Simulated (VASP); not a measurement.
Wanted: the native input for a VASP 6.6.1 run.

```yaml
Task: single point
Functional: PBE
Potentials_or_basis: VASP PAW PBE potentials, release 64 (Gd)
Cutoff: 520 eV
k_mesh: 13 × 13 × 13
Occupations: fermi-dirac, width 0.08 eV
Spin: collinear spin, ferromagnetic start
Starting_moments: "[7.0] μB"
Dipole_correction: no
k_mesh_for_the_DOS: 20 × 20 × 20
Occupations_for_the_DOS: tetrahedron
Further_INCAR_settings: ALGO = Normal; EDIFF = 1e-06
```

Crystal: Gd.

```
Gd
1.0
     2.47002    0.00000    0.00000
     0.00000    2.47002    0.00000
     0.00000    0.00000    2.47002
Gd
1
Direct
  0.00000 0.00000 0.00000
```

This isn't the form of Gd at room conditions, which is hcp.

One way to write it, as run:

POSCAR

```
Gd
1.0
    2.4700179031      0.0000000000      0.0000000000
    0.0000000000      2.4700179031      0.0000000000
    0.0000000000      0.0000000000      2.4700179031
Gd
1
Direct
    0.0000000000      0.0000000000      0.0000000000
```

INCAR.step1

```
ALGO = Normal ; EDIFF = 1E-6
ENCUT = 520 ; GGA = PE
ISIF = 2 ; ISMEAR = -1
ISPIN = 2 ; LASPH = T
LCHARG = T ; LMAXMIX = 6
LREAL = F ; LWAVE = F
MAGMOM = 7 ; NBANDS = 19
NELM = 150 ; PREC = Accurate
SIGMA = 0.08
```

KPOINTS.step1

```
k-points
0
Gamma
  13 13 13
```

INCAR.step2

```
ALGO = Normal ; EDIFF = 1E-6
ENCUT = 520 ; GGA = PE
ICHARG = 11 ; ISIF = 2
ISMEAR = -5 ; ISPIN = 2
LASPH = T ; LCHARG = F
LMAXMIX = 6 ; LORBIT = 10
LREAL = F ; LWAVE = F
MAGMOM = 7 ; NEDOS = 1001
NELM = 150 ; PREC = Accurate
SIGMA = 0.08
```

KPOINTS.step2

```
k-points
0
Gamma
  20 20 20
```

Potentials or basis: VASP PAW PBE potentials, release 64 (Gd).

Command:

```console
$ cat potpaw_PBE.64/Gd/POTCAR > POTCAR
$ cp INCAR.step1 INCAR
$ cp KPOINTS.step1 KPOINTS
$ mpirun -np 1 vasp_std > vasp.out
$ cp INCAR.step2 INCAR
$ cp KPOINTS.step2 KPOINTS
$ mpirun -np 1 vasp_std > vasp.out
```

Results of the run:

```yaml
Net_moment: 6.38 μB per cell
Site_moments: Gd +6.25 μB
Valence_electrons_inside_the_program's_atomic_spheres: Gd 16.24
```

Run time: 76 s on 1 thread of AMD EPYC 9R45 96-Core Processor (Zen 5), with other jobs on the host, peak memory 0.22 GiB.
